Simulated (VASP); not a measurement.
Set up this calculation in VASP 6.6.1, as the native input.

```yaml
Task: single point
Functional: PBE
Potentials_or_basis: VASP PAW PBE potentials, release 64 (La, Hf_pv, O)
Cutoff: 520 eV
k_mesh: 6 × 6 × 2
Occupations: gaussian, width 0.1 eV
Spin: no spin polarisation
Dipole_correction: no
Further_INCAR_settings: ALGO = Normal; EDIFF = 1e-06; NBANDS = 30
```

The structure of La2HfO2 lies in POSCAR:

```
La2HfO2
1.0
    3.9651391080      0.0000000029      0.0000000000
   -1.9825695565      3.4339111956      0.0000000000
    0.0000000000      0.0000000000      9.1919351939
La Hf O
2 1 2
Direct
    0.0000000000      0.0000000000      0.7033500924
    0.0000000000      0.0000000000      0.2966499076
    0.3333333333      0.6666666667      0.0000000000
    0.3333333333      0.6666666667      0.7743396766
    0.3333333333      0.6666666667      0.2256603234
```

The cell was built from a structure type or drawn by symmetry, and may not be a known phase.

One way to write it, as run:

INCAR

```
SYSTEM = La2HfO2
PREC     = Accurate       ! precision mode
ENCUT    = 520            ! plane-wave cutoff, eV
EDIFF    = 1E-6           ! SCF threshold, eV
ISMEAR   = 0              ! smearing method
SIGMA    = 0.1            ! smearing width, eV
LREAL    = .FALSE.        ! projectors in reciprocal space
LASPH    = .TRUE.         ! aspherical terms in the spheres
NELM     = 80             ! most SCF steps
ALGO     = Normal         ! electronic algorithm
ISIF     = 2              ! what is computed and relaxed
LWAVE    = .FALSE.        ! write WAVECAR
LCHARG   = .TRUE.         ! write CHGCAR
GGA      = PE             ! functional
LELF     = .TRUE.         ! ELF
LVHAR    = .TRUE.       
NBANDS   = 30             ! bands
```

KPOINTS

```
Automatic mesh
0
G
  6 6 2
  0 0 0
```

Potentials or basis: VASP PAW PBE potentials, release 64 (La, Hf_pv, O).

Run with:

```bash
$ cat potpaw_PBE.64/La/POTCAR potpaw_PBE.64/Hf_pv/POTCAR potpaw_PBE.64/O/POTCAR > POTCAR
$ mpirun -np 1 vasp_std > vasp.out
```

It gave:

- Pressure: -0.4 GPa
- Largest force: 0.107 eV/Å
- Band gap on the k mesh: zero (bands 22 and 23 overlap by 0.58 eV)

Caveat: spin-orbit coupling is left out, which moves the levels of the heavy elements.

It took 47 s on 1 thread of Intel(R) Xeon(R) 6975P-C (Granite Rapids) (shared host), peak memory 0.27 GiB.
